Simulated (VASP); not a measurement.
# CdSe (P1) in VASP: further runs

Runs on CdSe. Level: PBE. Tasks: single point.

Everything below comes from runs of VASP 6.6.1. Logs are shortened: lines on timing, memory, paths and dates and some standing lists are left out, and cuts for length are marked.

### 1 The cell of the first run

The typed cell holds 16 atoms: a = 7.080 Å, b = 7.080 Å, c = 7.080 Å, α = 90.00°, β = 90.00°, γ = 90.00°.

### 2 Single point, PBE

Input file INCAR:

```
  PREC = Accurate
  ENCUT = 520
  EDIFF = 1E-6
  ISMEAR = -1
  SIGMA = 0.052
  LREAL = Auto
  LASPH = T
  NELM = 100
  ALGO = Normal
  ISIF = 2
  LWAVE = F
  LCHARG = F
  GGA = PE
  NBANDS = 86
```

Input file KPOINTS:

```
Automatic mesh
0
Gamma
  2 2 2
```

Input file POSCAR:

```
CdSe
1.0
    7.0797210000      0.0000000000      0.0000000000
    0.0000000000      7.0797210000      0.0000000000
    0.0000000000      0.0000000000      7.0797210000
Cd Se
8 8
Direct
    0.0018034609      0.0035776834      0.0053807205
    0.0029297765      0.0006488956      0.5008286343
   -0.0012280145      0.4982936474      0.0027537808
   -0.0003960608      0.4997661631      0.4945822018
    0.5047393817      0.0027057563     -0.0014133325
    0.5000218229     -0.0031158007      0.5012905170
    0.4992469336      0.5046614125      0.0020892066
    0.5000262016      0.4994291442      0.5035437131
    0.2495461332      0.2514921139      0.2485626199
    0.2486363516      0.2460228306      0.7428842182
    0.2517613335      0.7458542505      0.2474631416
    0.2449192560      0.7543843889      0.7507253464
    0.7501330914      0.2495325734      0.2564212629
    0.7500719308      0.2455365120      0.7424921123
    0.7527908233      0.7559607222      0.2500358418
    0.7449148067      0.7464651503      0.7516258056
```

Potentials or basis: VASP PAW PBE potentials, release 64 (Cd, Se).

Run with:

```
> cat potpaw_PBE.64/Cd/POTCAR potpaw_PBE.64/Se/POTCAR > POTCAR
> mpirun -np 1 vasp_std > vasp.out
```

OUTCAR:

```text
PREC = Accurate
   ENCUT = 520
   EDIFF = 1E-6
   ISMEAR = -1
   LREAL = Auto
   LASPH = T
   NELM = 100
   ISIF = 2
   GGA = PE

 ion  position               nearest neighbor table
   1  0.002  0.004  0.005-   9 3.02  15 3.03  12 3.05  13 3.06  11 3.07  10 3.07  14 3.09  16 3.14
                             3 3.50   2 3.51   5 3.52   5 3.56   2 3.57   3 3.58
   2  0.003  0.001  0.501-  10 3.00  12 3.02  14 3.02  15 3.05  13 3.05   9 3.06  11 3.09  16 3.12
                             1 3.51   6 3.52   4 3.53   4 3.55   6 3.56   1 3.57
   3  0.999  0.498  0.003-   9 3.04  11 3.05  15 3.07  13 3.07  16 3.08  12 3.08  14 3.11  10 3.12
                             4 3.48   1 3.50   7 3.54   7 3.54   1 3.58   4 3.60
   4  1.000  0.500  0.495-  13 3.02   9 3.04  11 3.05  15 3.06  10 3.07  14 3.07  12 3.09  16 3.10
                             3 3.48   2 3.53   8 3.54   8 3.54   2 3.55   3 3.60
   5  0.505  0.003  0.999-  16 3.04  14 3.04  15 3.05  13 3.07   9 3.08  10 3.09  12 3.09  11 3.10
                             1 3.52   6 3.52   7 3.53   7 3.55   6 3.56   1 3.56
   6  0.500  0.997  0.501-  14 3.02  10 3.03  15 3.05  16 3.05  12 3.05  13 3.06  11 3.08   9 3.10
                             2 3.52   5 3.52   8 3.52   8 3.56   5 3.56   2 3.56
   7  0.499  0.505  0.002-  11 3.00  16 3.02   9 3.06  15 3.08  12 3.09  13 3.11  10 3.14  14 3.15
                             5 3.53   8 3.53   3 3.54   3 3.54   8 3.55   5 3.55
   8  0.500  0.499  0.504-  16 3.02  14 3.04  10 3.04  13 3.05  11 3.07   9 3.08  12 3.10  15 3.12
                             6 3.52   7 3.53   4 3.54   4 3.54   7 3.55   6 3.56
   9  0.250  0.251  0.249-   1 3.02   3 3.04   4 3.04   7 3.06   2 3.06   8 3.08   5 3.08   6 3.10
[... 9 lines left out ...]
  14  0.750  0.246  0.742-   2 3.02   6 3.02   8 3.04   5 3.04   4 3.07   1 3.09   3 3.11   7 3.15

  15  0.753  0.756  0.250-   1 3.03   6 3.05   2 3.05   5 3.05   4 3.06   3 3.07   7 3.08   8 3.12

  16  0.745  0.746  0.752-   7 3.02   8 3.02   5 3.04   6 3.05   3 3.08   4 3.10   2 3.12   1 3.14

  LATTYP: Found a simple cubic cell.
 ALAT       =     7.0797210000

  Lattice vectors:

 A1 = (   7.0797210000,   0.0000000000,   0.0000000000)
 A2 = (   0.0000000000,   7.0797210000,   0.0000000000)
 A3 = (   0.0000000000,   0.0000000000,   7.0797210000)

Analysis of symmetry for initial positions (statically):
=====================================================================
 Subroutine PRICEL returns:
 Original cell was already a primitive cell.

 Routine SETGRP: Setting up the symmetry group for a
 simple cubic supercell.

 Subroutine GETGRP returns: Found  1 space group operations
 (whereof  1 operations were pure point group operations)
 out of a pool of 48 trial point group operations.

The static configuration has the point symmetry C_1 .

Analysis of symmetry for dynamics (positions and initial velocities):
=====================================================================
 Subroutine PRICEL returns:
 Original cell was already a primitive cell.

 Routine SETGRP: Setting up the symmetry group for a
 simple cubic supercell.

 Subroutine GETGRP returns: Found  1 space group operations
 (whereof  1 operations were pure point group operations)
 out of a pool of 48 trial point group operations.

The dynamic configuration has the point symmetry C_1 .

 Subroutine INISYM returns: Found  1 space group operations
 (whereof  1 operations are pure point group operations),
 and found     1 'primitive' translations

----------------------------------------------------------------------------------------

                                     Primitive cell

  volume of cell :     354.8530

  direct lattice vectors                    reciprocal lattice vectors
     7.079721000  0.000000000  0.000000000     0.141248504  0.000000000  0.000000000
     0.000000000  7.079721000  0.000000000     0.000000000  0.141248504  0.000000000
     0.000000000  0.000000000  7.079721000     0.000000000  0.000000000  0.141248504

  length of vectors
     7.079721000  7.079721000  7.079721000     0.141248504  0.141248504  0.141248504

  position of ions in fractional coordinates (direct lattice)
     0.001803461  0.003577683  0.005380720
     0.002929776  0.000648896  0.500828634
     0.998771985  0.498293647  0.002753781
     0.999603939  0.499766163  0.494582202
     0.504739382  0.002705756  0.998586667
     0.500021823  0.996884199  0.501290517
[... 8 lines left out ...]
     0.752790823  0.755960722  0.250035842
     0.744914807  0.746465150  0.751625806

  ion indices of the primitive-cell ions
   primitive index   ion index
                 1           1
                 2           2
                 3           3
                 4           4
                 5           5
                 6           6
[... 8 lines left out ...]
                15          15
                16          16

----------------------------------------------------------------------------------------

 KPOINTS: Automatic mesh

Automatic generation of k-mesh.
 Grid dimensions read from file:
 generate k-points for:    2    2    2

 Generating k-lattice:

  Cartesian coordinates                     Fractional coordinates (reciprocal lattice)
     0.070624252  0.000000000  0.000000000     0.500000000  0.000000000  0.000000000
     0.000000000  0.070624252  0.000000000     0.000000000  0.500000000  0.000000000
     0.000000000  0.000000000  0.070624252     0.000000000  0.000000000  0.500000000

  Length of vectors
     0.070624252  0.070624252  0.070624252

  Shift w.r.t. Gamma in fractional coordinates (k-lattice)
     0.000000000  0.000000000  0.000000000

 Subroutine IBZKPT returns following result:
 ===========================================

 Found      8 irreducible k-points:

 Following reciprocal coordinates:
            Coordinates               Weight
  0.000000  0.000000  0.000000      1.000000
  0.500000  0.000000  0.000000      1.000000
  0.000000  0.500000  0.000000      1.000000
  0.000000  0.000000  0.500000      1.000000
  0.500000  0.500000  0.000000      1.000000
  0.000000  0.500000  0.500000      1.000000
  0.500000  0.000000  0.500000      1.000000
  0.500000  0.500000  0.500000      1.000000
   k-points           NKPTS =      8   k-points in BZ     NKDIM =      8   number of bands    NBANDS=     86
   number of dos      NEDOS =    301   number of ions     NIONS =     16
   total plane-waves  NPLWV = 157464
   dimension x,y,z NGX =    54 NGY =   54 NGZ =   54
   dimension x,y,z NGXF=   108 NGYF=  108 NGZF=  108
   ions per type =               8   8
   NGX,Y,Z   is equivalent  to a cutoff of  12.68, 12.68, 12.68 a.u.
   NGXF,Y,Z  is equivalent  to a cutoff of  25.36, 25.36, 25.36 a.u.
 SYSTEM =  unknown system
   PREC   = accura    normal or accurate (medium, high low for compatibility)
   ISTART =      0    job   : 0-new  1-cont  2-samecut
   ICHARG =      2    charge: 1-file 2-atom 10-const
   ISPIN  =      1    spin polarized calculation?
   LNONCOLLINEAR =      F non collinear calculations
   LSORBIT =      F    spin-orbit coupling
   LASPH  =      T    aspherical Exc in radial PAW
   ENCUT  =  520.0 eV  38.22 Ry    6.18 a.u.  13.16 13.16 13.16*2*pi/ulx,y,z
   NELM   =    100;   NELMIN=  2; NELMDL= -5     # of ELM steps
   EDIFF  = 0.1E-05   stopping-criterion for ELM
   LREAL  =      T    real-space projection
   EDIFFG = 0.1E-04   stopping-criterion for IOM
   NSW    =      0    number of steps for IOM
   IBRION =     -1    ionic relax: 0-MD 1-quasi-New 2-CG
   NFREE  =      0    steps in history (QN), initial steepest desc. (CG)
   ISIF   =      2    stress and relaxation
   ISYM   =      2    0-nonsym 1-usesym 2-fastsym
   POTIM  = 0.5000    time-step for ionic-motion
   TEBEG  =    0.0;   TEEND  =   0.0 temperature during run
   PSTRESS=    0.0 pullay stress
   NELECT =     144.0000    total number of electrons
   NUPDOWN=      -1.0000    fix difference up-down
   EMIN   =  10.00;   EMAX   =-10.00  energy-range for DOS
   EFERMI =   0.00;   METHOD = LEGACY
   ISMEAR =    -1;   SIGMA  =   0.05  broadening in eV -4-tet -1-fermi 0-gaus
   EFERMI_NEDOS =   21; number of points for ismear=-14 and -15
   IALGO  =     38    algorithm
   IMIX   =      4    mixing-type and parameters
     AMIX     =   0.40;   BMIX     =  1.00
     AMIX_MAG =   1.60;   BMIX_MAG =  1.00
  volume/ion in A,a.u.               =      22.18       149.67
  Fermi-wavevector in a.u.,A,eV,Ry     =   1.212029  2.290402 19.987138  1.469013
  Thomas-Fermi vector in A             =   2.347526
   LORBIT       =      0    0 simple, 1 ext, 2 COOP (PROOUT), +10 PAW based schemes
   GGA     = PE    functional components
   LHFCALC =     F    Hartree Fock is set to
   AEXX    =    0.0000 exact exchange contribution
   IVDW    =     0    specifies the selected vdW correction
   LEPSILON=     F    determine dielectric tensor
   LRPA    =     F    only Hartree local field effects (RPA)
 non-spin polarized calculation
  energy-cutoff  :      520.00
  volume of cell :      354.85
 maximum number of plane-waves:      9627
 NGX is ok and might be reduce to    54
   NGX = 27   NGY = 27   NGZ = 27

 number of electron     144.0000011 magnetization

 Free energy of the ion-electron system (eV)
  ---------------------------------------------------
  ext. energy  EPLUGINS =         0.00000000
  ---------------------------------------------------
  free energy    TOTEN  =       -34.54498738 eV

  energy without entropy =      -34.37570398  energy(sigma->0) =      -34.46034568

 E-fermi :   3.5326     XC(G=0): -10.4713

 val. band max:        3.5324752941   @ k =   0.0000   0.5000   0.0000
 cond. band min:       3.5330385928   @ k =   0.5000   0.0000   0.0000
 fundamental gap:      0.0005632987
 Fermi energy:         3.5325850920

 k-point     1 :       0.0000    0.0000    0.0000
  band No.  band energies     occupation
      1     -10.2732      2.00000
      2      -9.3772      2.00000
      3      -9.3747      2.00000
      4      -9.3732      2.00000
      5      -8.9743      2.00000
      6      -8.9729      2.00000
[... 685 lines left out ...]
     83       8.6868      0.00000
     84       8.6966      0.00000
 [bands above 84 left out]

------------------------ aborting loop because EDIFF is reached ----------------------------------------

  FORCE on cell =-STRESS in cart. coord.  units (eV):
  Direction    XX          YY          ZZ          XY          YZ          ZX
  --------------------------------------------------------------------------------------
  -------------------------------------------------------------------------------------
  Total        3.3079278      3.3461575      3.0893058     -0.0102013      0.0112822      0.0051079
  in kB       14.9354454     15.1080543     13.9483572     -0.0460593      0.0509395      0.0230624
  external PRESSURE =      14.6639523 kB  Pullay stress =       0.0000000 kB

 VOLUME and BASIS-vectors are now :
 -----------------------------------------------------------------------------
  energy-cutoff  :      520.00
  volume of cell :      354.85
      direct lattice vectors                 reciprocal lattice vectors
     7.079721000  0.000000000  0.000000000     0.141248504  0.000000000  0.000000000
     0.000000000  7.079721000  0.000000000     0.000000000  0.141248504  0.000000000
     0.000000000  0.000000000  7.079721000     0.000000000  0.000000000  0.141248504

 POSITION                                       TOTAL-FORCE (eV/Angst)
 -----------------------------------------------------------------------------------
      0.01277      0.02533      0.03809         0.016794     -0.022639     -0.023008
      0.02074      0.00459      3.54573        -0.015173     -0.025888      0.024153
      7.07103      3.52778      0.01950        -0.009371      0.008880     -0.068045
      7.07692      3.53820      3.50150         0.017883      0.036431      0.055412
      3.57341      0.01916      7.06972        -0.018408      0.027843     -0.002899
      3.54002      7.05766      3.54900        -0.006560     -0.016588     -0.019483
[... 8 lines left out ...]
      5.32955      5.35199      1.77018         0.133417      0.095466      0.025175
      5.27379      5.28477      5.32130        -0.170294     -0.246680      0.036542
 -----------------------------------------------------------------------------------
    total drift:                                0.001535      0.008530     -0.000946

  FREE ENERGIE OF THE ION-ELECTRON SYSTEM (eV)
  ---------------------------------------------------
  free  energy   TOTEN  =       -34.5449873828 eV

  energy  without entropy=      -34.3757039754  energy(sigma->0) =      -34.46034568
```

Wall time 12 min (1 thread of Intel Xeon 8259CL, shared host); peak memory 0.46 GiB.

What came out:

```
Free energy            : -34.5450 eV
Pressure               : 1.5 GPa
Largest force          : 0.346 eV/Å
Band gap on the k mesh : zero (bands 72 and 73 overlap by 0.05 eV)
```

Forces in eV/Å, atoms in the order of the input:
```
Cd   0.017 -0.023 -0.023
Cd  -0.015 -0.026  0.024
Cd  -0.009  0.009 -0.068
Cd   0.018  0.036  0.055
Cd  -0.018  0.028 -0.003
Cd  -0.007 -0.017 -0.019
Cd   0.009 -0.022  0.001
Cd  -0.010  0.008  0.015
Se  -0.007 -0.168 -0.224
Se   0.109  0.245  0.022
Se   0.178 -0.061  0.063
Se  -0.199 -0.006  0.008
Se  -0.094  0.273 -0.190
Se   0.065 -0.126  0.277
Se   0.133  0.095  0.025
Se  -0.170 -0.247  0.037
```

Stress tensor (GPa, compression positive):
```
1.49 0.00 0.00
0.00 1.51 0.01
0.00 0.01 1.39
```

Caveat: the k points lie up to 0.44 Å⁻¹ apart; the atoms stand as in a frame of molecular dynamics; the structure was generated, so it needn't be the stable form of CdSe; semilocal functionals underestimate gaps, and a narrow one can read as zero.

### 3 Single point, PBE

This run uses another cell than the first one, of 22.65 Å³/atom.

Input file INCAR:

```
SYSTEM = CdSe
  PREC = Accurate
  ENCUT = 520
  EDIFF = 1E-6
  ISMEAR = -1
  SIGMA = 0.052
  LREAL = Auto
  LASPH = .True.
  NELM = 100
  ALGO = Normal
  ISIF = 2
  LWAVE = .False.
  LCHARG = .True.
  GGA = PE
  LELF = .True.
  LVHAR = .True.
  NBANDS = 86
```

Input file KPOINTS:

```
Automatic mesh
0
Gamma
  2 2 2
  0 0 0
```

Input file POSCAR:

```
CdSe
1.0
    7.1299850000      0.0000000000      0.0000000000
    0.0000000000      7.1299850000      0.0000000000
    0.0000000000      0.0000000000      7.1299850000
Cd Se
8 8
Direct
    0.0033482539      0.0068385838      0.0104701483
    0.0054360563      0.0009579263      0.5017456558
   -0.0014878012      0.4978985229      0.0047408234
   -0.0006723717      0.5018466378      0.4883428226
    0.5081669877      0.0055844437     -0.0042906121
    0.4989272768     -0.0060238556      0.5040465022
    0.4985086224      0.5084581524      0.0042688729
    0.4996805744      0.4993916537      0.5079508582
    0.2504302604      0.2533726228      0.2465055677
    0.2454901378      0.2442221127      0.7354849975
    0.2514364336      0.7415366231      0.2436446921
    0.2384923671      0.7594105738      0.7532177136
    0.7507613270      0.2479730322      0.2630005533
    0.7510390274      0.2415839585      0.7364474119
    0.7548039722      0.7612034247      0.2498139898
    0.7408772950      0.7422705658      0.7549526402
```

Potentials or basis: VASP PAW PBE potentials, release 64 (Cd, Se).

Run with:

```
> cat potpaw_PBE.64/Cd/POTCAR potpaw_PBE.64/Se/POTCAR > POTCAR
> mpirun -np 1 vasp_std > vasp.out
```

It took 12 min on 1 thread of Intel Xeon 8259CL, shared host; peak memory 0.47 GiB.

It converged, with:

| Property | Result |
| --- | --- |
| Free energy | -34.5874 eV |
| Pressure | 0.3 GPa |
| Largest force | 0.639 eV/Å |
| Band gap on the k mesh | zero (bands 72 and 73 overlap by 0.02 eV) |

Forces on the atoms (eV/Å):
```
Cd   0.040 -0.029 -0.024
Cd  -0.038 -0.035  0.033
Cd  -0.020  0.013 -0.105
Cd   0.028  0.040  0.086
Cd  -0.017  0.056  0.003
Cd   0.004 -0.031 -0.044
Cd   0.022 -0.011  0.029
Cd  -0.013  0.002  0.032
Se   0.032 -0.329 -0.478
Se   0.208  0.482 -0.055
Se   0.301 -0.137  0.203
Se  -0.288  0.093 -0.013
Se  -0.107  0.518 -0.278
Se   0.042 -0.321  0.495
Se   0.162  0.216  0.083
Se  -0.357 -0.529  0.033
```

Stress tensor (GPa, compression positive):
```
 0.26 -0.02  0.02
-0.02  0.46  0.03
 0.02  0.03  0.07
```

Levels at points of the mesh, in eV from the Fermi level:
| k point | band 69 | band 70 | band 71 | band 72 | band 73 | band 74 | band 75 | band 76 |
| --- | --- | --- | --- | --- | --- | --- | --- | --- |
| (0.00, 0.00, 0.00) | -0.09 | -0.07 | -0.06 | -0.06 | -0.02 | 0.07 | 0.07 | 0.11 |
| (0.50, 0.00, 0.00) | -0.55 | -0.53 | -0.02 | -0.01 | 0.03 | 0.05 | 0.75 | 0.79 |
| (0.00, 0.50, 0.00) | -0.69 | -0.67 | -0.07 | -0.01 | 0.01 | 0.03 | 0.75 | 0.81 |
| (0.00, 0.00, 0.50) | -0.67 | -0.62 | -0.01 | 0.00 | 0.01 | 0.04 | 0.76 | 0.83 |
| (0.50, 0.50, 0.00) | -0.44 | -0.41 | -0.39 | -0.34 | 0.86 | 0.91 | 0.94 | 0.98 |
| (0.00, 0.50, 0.50) | -0.48 | -0.43 | -0.39 | -0.32 | 0.78 | 0.86 | 1.01 | 1.11 |
| (0.50, 0.00, 0.50) | -0.45 | -0.40 | -0.38 | -0.36 | 0.85 | 0.90 | 0.94 | 1.00 |
| (0.50, 0.50, 0.50) | -2.25 | -2.19 | -2.18 | -2.12 | 1.92 | 1.95 | 2.00 | 2.03 |

Caveat: the k points lie up to 0.44 Å⁻¹ apart; the atoms stand as in a frame of molecular dynamics; the structure was generated, so it needn't be the stable form of CdSe; semilocal functionals underestimate gaps, and a narrow one can read as zero.
